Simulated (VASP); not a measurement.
WC, 2 atoms in the cell. The structure is cubic, space group Fm-3m (No. 225). The conventional cell has a = 4.352 Å, b = 4.352 Å, c = 4.352 Å, α = 90.00°, β = 90.00°, γ = 90.00°. W (site symmetry m-3m) has 6 C at 2.18 Å within 2.9 Å. Within 2.9 Å of C (site symmetry m-3m) lie 6 W at 2.18 Å. 

| Quantity | Value |
| --- | --- |
| Program | VASP 6.6.1 |
| Task | single point |
| Functional | PBE |
| Dispersion | D4 |
| Potentials or basis | VASP PAW PBE potentials, release 64 (W_sv, C) |
| Cutoff | 520 eV |
| k mesh | 10 × 10 × 10 |
| Occupations | fermi-dirac, width 0.05 eV |
| Spin | no spin polarisation |
| Dipole correction | no |
| Further INCAR settings | ALGO = Normal; EDIFF = 1e-07; NBANDS = 16 |

Potentials or basis: VASP PAW PBE potentials, release 64 (W_sv, C).

Launch:

```console
$ cat potpaw_PBE.64/W_sv/POTCAR potpaw_PBE.64/C/POTCAR > POTCAR
$ mpirun -np 1 vasp_std > vasp.out
```

Hardware: 1 thread of Intel(R) Xeon(R) Platinum 8559C (Emerald Rapids) (shared host).

Question: Estimate the wall time of this run.

Answer: It took 8 s on 1 thread of Intel(R) Xeon(R) Platinum 8559C (Emerald Rapids), with other jobs on the host, peak memory 0.14 GiB. Counts: scf iterations 13, k points 47.
